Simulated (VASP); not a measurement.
Hf: relaxation of volume and atoms at fixed shape with r2SCAN

Crystal: Hf.

```xyz
2
Lattice="3.1967 0.0000 0.0000 -1.5983 2.7684 0.0000 0.0000 0.0000 5.0578" Properties=species:S:1:pos:R:3 pbc="T T T"
Hf    0.0000    1.8456    1.2645
Hf    1.5984    0.9228    3.7934
```

```yaml
Program: VASP 6.6.1
Task: relaxation of volume and atoms at fixed shape
Functional: r2SCAN
Potentials_or_basis: VASP PAW PBE potentials, release 64 (Hf_pv)
Cutoff: 600 eV
k_mesh: 16 × 16 × 9
Occupations: methfessel-paxton, width 0.05 eV
Spin: no spin polarisation
Dipole_correction: no
Further_INCAR_settings: ALGO = Normal; EDIFF = 1e-07; IBRION = 2; EDIFFG = -0.02; NSW = 80; ISIF = 8
```

| Item | Value |
| --- | --- |
| Relaxed volume | 22.25 Å³/atom |
| Relaxed cell | a = 3.190 Å, b = 3.190 Å, c = 5.048 Å, α = 90.00°, β = 90.00°, γ = 120.00° |
| Space group after relaxing (to 0.05 Å) | P6_3/mmc (No. 194) |
| Energy gained by relaxing | 0.3 meV/atom |
| Ionic steps | 3 |
| Pressure after relaxing | 0.0 GPa |
| Band gap on the k mesh | zero (band 10 reaches 6.20 eV, above the bottom of band 11 at 4.39 eV) |

Stress tensor (GPa, compression positive):
```
 0.11  0.00  0.00
 0.00  0.11  0.00
 0.00  0.00 -0.25
```

Step by step:
```
step  energy change (eV)  largest force (eV/Å)  pressure (GPa)  volume (Å³)
   1              0.0000                0.0000           -0.67        44.76
   2              0.0004                0.0000            0.86        44.15
   3             -0.0006                0.0000           -0.01        44.49
```

Final structure:
```
Hf
1.0
     3.19035    0.00000    0.00000
    -1.59518    2.76293    0.00000
     0.00000    0.00000    5.04776
Hf
2
Direct
  0.33333 0.66667 0.25000
  0.66667 0.33333 0.75000
```

Levels at points of the mesh, in eV from the Fermi level:
| k point | band 7 | band 8 | band 9 | band 10 | band 11 | band 12 | band 13 | band 14 |
| --- | --- | --- | --- | --- | --- | --- | --- | --- |
| (0.00, 0.00, 0.00) | -7.79 | -3.88 | 0.41 | 1.32 | 1.32 | 1.62 | 2.20 | 2.20 |
| (0.50, 0.00, 0.00) | -3.52 | -2.88 | -2.36 | -1.02 | 0.91 | 0.96 | 1.81 | 6.23 |

It took 17 min on 1 thread of Intel(R) Xeon(R) Platinum 8488C (Sapphire Rapids) (shared host), peak memory 0.26 GiB.

Caveat: the PAW data sets were made with another functional, which shifts forces and pressure a little; spin-orbit coupling is left out, which moves the levels of the heavy elements.
